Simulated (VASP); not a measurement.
Wanted: the native input for a VASP 6.6.1 run.

```
Task                   : relaxation of cell and atoms
Functional             : PBE
Potentials or basis    : VASP PAW PBE potentials, release 64 (Pr_3, B), 4f in core
Cutoff                 : 500 eV
k mesh                 : 6 × 6 × 8
Occupations            : gaussian, width 0.1 eV
Spin                   : no spin polarisation
Dipole correction      : no
Further INCAR settings : ALGO = Normal; EDIFF = 1e-07; IBRION = 2; EDIFFG = -0.01; NSW = 100; ISIF = 3
```

The structure of Pr2B lies in POSCAR:

```
Pr2B
1.0
    6.5408504114      0.0000000000      0.0000000000
    0.0000000000      6.5561483674      0.0000000000
    0.0000000000      0.0000000000      3.9080133638
Pr B
4 2
Direct
    0.3325358826      0.2544654327      0.0000000000
    0.6674641174      0.7455345673      0.0000000000
    0.1674641174      0.7544654327      0.5000000000
    0.8325358826      0.2455345673      0.5000000000
    0.0000000000      0.0000000000      0.0000000000
    0.5000000000      0.5000000000      0.5000000000
```

The cell was generated, and may not be a known phase.

The input as run:

INCAR

```
PREC = Accurate
ENCUT = 500
EDIFF = 1E-7
ISMEAR = 0
SIGMA = 0.1
LREAL = False
LASPH = True
NELM = 200
ALGO = Normal
ISIF = 3
LWAVE = False
LCHARG = False
GGA = PE
IBRION = 2
NSW = 100
EDIFFG = -0.01
GGA_COMPAT = False
NELMIN = 4
LMAXMIX = 6
```

KPOINTS

```
regular mesh
0
Gamma
  6 6 8
```

Potentials or basis: VASP PAW PBE potentials, release 64 (Pr_3, B), 4f in core.

The run is started by

```bash
$ cat potpaw_PBE.64/Pr_3/POTCAR potpaw_PBE.64/B/POTCAR > POTCAR
$ mpirun -np 1 vasp_std > vasp.out
```

It gave:

```yaml
Relaxed_volume: 27.81 Å³/atom
Relaxed_cell: a = 6.716 Å, b = 6.600 Å, c = 3.765 Å, α = 90.00°, β = 90.00°, γ = 90.00°
Space_group_after_relaxing_to_0.1_Å: Pnnm (No. 58)
Energy_gained_by_relaxing: 3.9 meV/atom
Ionic_steps: 21
Pressure_after_relaxing: 0.0 GPa
Largest_force_after_relaxing: 0.004 eV/Å
Band_gap_on_the_k_mesh: zero (bands 25 and 26 overlap by 0.50 eV)
```

Caveat: spin-orbit coupling is left out, which moves the levels of the heavy elements; the 4f electrons are frozen in the core, so they carry no moment and show no levels.

Run time: 60 min on 1 thread of AMD EPYC 7R13 Processor (Zen 3), with other jobs on the host, peak memory 0.45 GiB.
